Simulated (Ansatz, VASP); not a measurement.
**PbO in VASP and in Ansatz**

```xyz
2
Lattice="0.0000 2.6359 2.6359 2.6359 0.0000 2.6359 2.6359 2.6359 0.0000" Properties=species:S:1:pos:R:3 pbc="T T T"
Pb    0.0000    0.0000    0.0000
O     1.3179    1.3179    1.3179
```

Change from the starting cell: hydrostatic strain -5.8%.

Alike in both runs: task single point; functional r2SCAN; k mesh 8 × 8 × 8; occupations fermi-dirac, width 0.02 eV; no spin polarisation.

|  | VASP | Ansatz |
| --- | --- | --- |
| version | VASP 6.6.1 | Ansatz 0.2.0 |
| potentials or method | VASP PAW PBE potentials, release 64 (Pb_d, O) | plane waves, PAW |
| plane-wave cutoff (eV) | 520 | 500 |
| valence electrons in the cell | 20 | 20 |

|  | VASP | Ansatz | Ansatz less VASP |
| --- | --- | --- | --- |
| pressure (GPa) | 19.0 | 18.3 | -0.66 |

VASP's potentials were made for PBE, not for r2SCAN.

Spin-orbit coupling is off throughout.
